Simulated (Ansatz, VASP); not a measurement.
# Two plane-wave programs on ZnCu2

```
Zn Cu
1.0
     2.56651    0.00000    0.00000
    -1.28326    2.22267    0.00000
     0.00000    0.00000   20.19110
Zn Cu
1 2
Cartesian
  0.0000 0.7409 8.0248
  0.0000 2.2227 10.0955
  1.2833 1.4818 12.1663
```

Alike in both runs: task single point; functional PBE; k mesh 15 × 15 × 1; occupations fermi-dirac, width 0.1 eV; no spin polarisation.

```csv
,VASP,Ansatz
version,VASP 6.6.1,Ansatz 0.2.0
potentials or method,"VASP PAW PBE potentials, release 64 (Zn, Cu)","PAW with Ansatz's default frozen-core files, scalar-relativistic"
plane-wave cutoff (eV),520,420
valence electrons in the cell,34,50
```

VASP gave:

```
rms of the force components (eV/Å) : 0.293
```

Task: Which values does Ansatz return?

Result: rms of the force components (eV/Å): 0.282.

Atom by atom the forces differ by 0.012 eV/Å (rms over components). VASP's potentials hold 34 valence electrons a cell and Ansatz's 50, so a difference there can come from the potentials and not from the codes.
